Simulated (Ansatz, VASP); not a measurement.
**Two plane-wave programs on GaP**

POSCAR

```
GaP
1.0
    0.0000000000      2.7252500000      2.7252500000
    2.7252500000      0.0000000000      2.7252500000
    2.7252500000      2.7252500000      0.0000000000
Ga P
1 1
Direct
    0.0000000000      0.0000000000      0.0000000000
    0.7500000000      0.7500000000      0.7500000000
```

Contents of INCAR.step1:

```
SYSTEM = GaP
PREC = Accurate
ENCUT = 520
EDIFF = 1E-5
ISMEAR = -1
SIGMA = 0.05
LREAL = .False.
LASPH = .True.
NELM = 60
ALGO = Normal
ISIF = 2
LWAVE = .True.
LCHARG = .False.
NBANDS = 16
GGA = PE
```

Contents of INCAR.step2:

```
SYSTEM = GaP
PREC = Accurate
ENCUT = 520
EDIFF = 1E-6
ISMEAR = -1
SIGMA = 0.05
LREAL = .False.
LASPH = .True.
NELM = 60
ALGO = Normal
ISIF = 2
LWAVE = .False.
LCHARG = .False.
GGA = PE
LHFCALC = .True.
HFSCREEN = 0.2079
PRECFOCK = Normal
NBANDS = 16
ISTART = 1
```

The input KPOINTS:

```
regular mesh
0
Gamma
  6 6 6
  0 0 0
```

The input input:

```
crystal:
  lattice:
    - [0.0, 2.72525, 2.72525]
    - [2.72525, 0.0, 2.72525]
    - [2.72525, 2.72525, 0.0]
  atoms:
    - { symbol: Ga, position: [0.0, 0.0, 0.0] }
    - { symbol: P, position: [0.75, 0.75, 0.75] }
hamiltonian:
  xc: hse06
  pseudopotentials: { kind: paw }
kpoints:
  mp_grid: { grid: [6, 6, 6] }
  band_path:
    path:
      - [[0.0, 0.0, 0.0], [0.5, 0.0, 0.5], [0.5, 0.25, 0.75], [0.375, 0.375, 0.75], [0.0, 0.0, 0.0], [0.5, 0.5, 0.5], [0.625, 0.25, 0.625], [0.5, 0.25, 0.75], [0.5, 0.5, 0.5], [0.375, 0.375, 0.75]]
      - [[0.625, 0.25, 0.625], [0.5, 0.0, 0.5]]
    npoints: 4
scf:
  occupations: { method: fermi_dirac, width: 0.05 }
  n_extra_bands: 6
output:
  forces: true
  stress: true
  eigenvalues: true
  fatbands: false
```

Alike in both runs: functional HSE06; k mesh 6 × 6 × 6; occupations fermi-dirac, width 0.05 eV; no spin polarisation.

|  | VASP | Ansatz |
| --- | --- | --- |
| version | VASP 6.6.1 | Ansatz 0.2.0 |
| potentials or method | VASP PAW PBE potentials, release 64 (Ga_d, P) | Ansatz PAW |
| plane-wave cutoff (eV) | 520 | 420 |
| valence electrons in the cell | 18 | 18 |
| task | single point | band structure |

```csv
,VASP,Ansatz,Ansatz less VASP
gap on the k mesh at the Fermi level (eV),2.29,2.29,-0.003
least direct gap on the mesh (eV),2.80,2.80,+0.005
pressure (GPa),0.6,0.7,+0.17
```

With one functional, cell and mesh, what is left measures potentials, basis and numerics.
